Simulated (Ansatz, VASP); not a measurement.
**One calculation of BN, two programs**

INCAR

```
SYSTEM = BN
  PREC = Accurate
  ENCUT = 520
  EDIFF = 1E-7
  ISMEAR = -1
  SIGMA = 0.02
  LREAL = .False.
  LASPH = .True.
  NELM = 100
  ALGO = Normal
  ISIF = 2
  LWAVE = .False.
  LCHARG = .False.
  GGA = PE
  IBRION = 2
  NSW = 80
  EDIFFG = -0.02
```

File KPOINTS:

```
Automatic mesh
0
Gamma
  13 13 5
  0 0 0
```

POSCAR

```
BN
1.0
    2.5568216823      0.0000000000      0.0000000000
   -1.2784108411      2.2142725298      0.0000000000
    0.0000000000      0.0000000000      6.6416966377
B N
2 2
Direct
    0.3333333333      0.6666666667      0.2500000000
    0.6666666667      0.3333333333      0.7500000000
    0.3333333333      0.6666666667      0.7500000000
    0.6666666667      0.3333333333      0.2500000000
```

Input for Ansatz:

```yaml
crystal:
  lattice:
    - [2.5568216823, 0.0, 0.0]
    - [-1.2784108411, 2.2142725298, 0.0]
    - [0.0, 0.0, 6.6416966377]
  atoms:
    - { symbol: B, position: [0.3333333333, 0.6666666667, 0.25] }
    - { symbol: B, position: [0.6666666667, 0.3333333333, 0.75] }
    - { symbol: "N", position: [0.3333333333, 0.6666666667, 0.75] }
    - { symbol: "N", position: [0.6666666667, 0.3333333333, 0.25] }
kpoints:
  mp_grid: { grid: [13, 13, 5] }
scf:
  occupations: { method: fermi_dirac, width: 0.02 }
hamiltonian:
  xc: pbe
  pseudopotentials: { kind: paw }
output:
  forces: true
  stress: true
  populations: true
  efg:
    quadrupole_moments_barn: { B: 0.04059, "N": 0.02044 }
    contact_densities: true
relax:
  f_tol: 0.02
  max_steps: 60
```

Change from the starting cell: volume scaled by 1.02, ions relaxed.

Alike in both runs: task relaxation of the atoms; functional PBE; k mesh 13 × 13 × 5; occupations fermi-dirac, width 0.02 eV; no spin polarisation.

```csv
,VASP,Ansatz
version,VASP 6.6.1,Ansatz 0.2.0
potentials or method,"VASP PAW PBE potentials, release 64 (B, N)","plane-wave PAW, scalar-relativistic"
plane-wave cutoff (eV),520,420
valence electrons in the cell,16,16
```

|  | VASP | Ansatz | Ansatz less VASP |
| --- | --- | --- | --- |
| gap on the k mesh at the Fermi level, each at its own relaxed structure (eV) | 4.18 | 4.18 | +0.006 |

Ansatz's warnings: stress scf threshold loose.

Noted on VASP's run: the relaxation stopped at its first step, so nothing moved.
